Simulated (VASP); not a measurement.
Wanted: the native input for a VASP 6.6.1 run.

```
Task                   : relaxation of cell and atoms
Functional             : PBE
Potentials or basis    : VASP PAW PBE potentials, release 64 (Hf_pv, H)
Cutoff                 : 600 eV
k mesh                 : 4 × 4 × 4
Occupations            : gaussian, width 0.2 eV
Spin                   : no spin polarisation
Dipole correction      : no
Further INCAR settings : ALGO = Normal; EDIFF = 1e-07; IBRION = 2; EDIFFG = -0.08; NSW = 36; ISIF = 3
```

The structure of Hf5H2 lies in POSCAR:

```
Hf5H2
1.0
   -3.5100000000      3.5100000000      2.2100000000
    3.5100000000     -3.5100000000      2.2100000000
    3.5100000000      3.5100000000     -2.2100000000
Hf H
5 2
Direct
    0.6000000000      0.2000000000      0.8000000000
    0.2000000000      0.4000000000      0.6000000000
    0.8000000000      0.6000000000      0.4000000000
    0.4000000000      0.8000000000      0.2000000000
    0.0000000000      0.0000000000      0.0000000000
    0.2500000000      0.7500000000      0.5000000000
    0.7500000000      0.2500000000      0.5000000000
```

These files were run (other wordings do the same):

INCAR

```
SYSTEM = Hf5H2
PREC = Accurate
ENCUT = 600
EDIFF = 1E-7
ISMEAR = 0
SIGMA = 0.2
LREAL = .FALSE.
LASPH = .TRUE.
NELM = 80
ALGO = Normal
ISIF = 3
LWAVE = .FALSE.
LCHARG = .FALSE.
GGA = PE
IBRION = 2
NSW = 36
EDIFFG = -0.08
```

KPOINTS

```
Automatic mesh
0
G
  4 4 4
  0 0 0
```

Potentials or basis: VASP PAW PBE potentials, release 64 (Hf_pv, H).

Run with:

```sh
$ cat potpaw_PBE.64/Hf_pv/POTCAR potpaw_PBE.64/H/POTCAR > POTCAR
$ mpirun -np 1 vasp_std > vasp.out
```

It gave:

| Property | Result |
| --- | --- |
| Relaxed volume | 16.87 Å³/atom |
| Relaxed cell | a = 5.588 Å, b = 5.588 Å, c = 5.588 Å, α = 99.42°, β = 99.42°, γ = 132.27° |
| Space group after relaxing (to 0.1 Å) | I4/m (No. 87) |
| Energy gained by relaxing | 81.3 meV/atom |
| Ionic steps | 6 |
| Pressure after relaxing | 0.4 GPa |
| Largest force after relaxing | 0.030 eV/Å |
| Band gap on the k mesh | zero (bands 26 and 27 overlap by 0.49 eV) |

Caveat: the k points lie up to 0.41 Å⁻¹ apart in the final cell; spin-orbit coupling is left out, which moves the levels of the heavy elements.

Wall time 6.1 min on 1 thread of Intel(R) Xeon(R) Platinum 8124M CPU @ 3.00GHz (Skylake/Cascade Lake), with other jobs on the host, peak memory 0.36 GiB.
